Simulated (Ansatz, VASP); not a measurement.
## NiO2: VASP beside Ansatz

```
Ni O
1.0
     2.89406    0.00000    0.00000
    -1.44703    2.50633    0.00000
     0.00000    0.00000    3.83319
Ni O
1 2
Direct
  0.00000 0.00000 0.50000
  0.66667 0.33333 0.73051
  0.33333 0.66667 0.26949
```

Alike in both runs: task single point; functional LDA; k mesh 12 × 12 × 6; occupations gaussian, width 0.05 eV; no spin polarisation.

|  | VASP | Ansatz |
| --- | --- | --- |
| version | VASP 6.6.1 | Ansatz 0.2.0 |
| potentials or method | VASP PAW LDA potentials, release 64 (Ni_sv_GW, O), cutoff 700 eV | scalar-relativistic, plane waves, PAW |
| valence electrons in the cell | 30 | 30 |

|  | VASP | Ansatz | Ansatz less VASP |
| --- | --- | --- | --- |
| gap on the k mesh at the Fermi level (eV) | 0.42 | 0.43 | +0.011 |
| least direct gap on the mesh (eV) | 0.76 | 0.77 | +0.011 |
| pressure (GPa) | -14.7 | -15.3 | -0.65 |
| traceless stress, the component that is largest in VASP (GPa) | 12.08 | 12.93 | +0.846 |
| rms of the force components (eV/Å) | 0.190 | 0.226 | +0.0363 |

LDA's correlation is that of Perdew and Zunger in VASP and of Perdew and Wang (1992) in Ansatz. Atom by atom the forces differ by 0.036 eV/Å (rms over components).
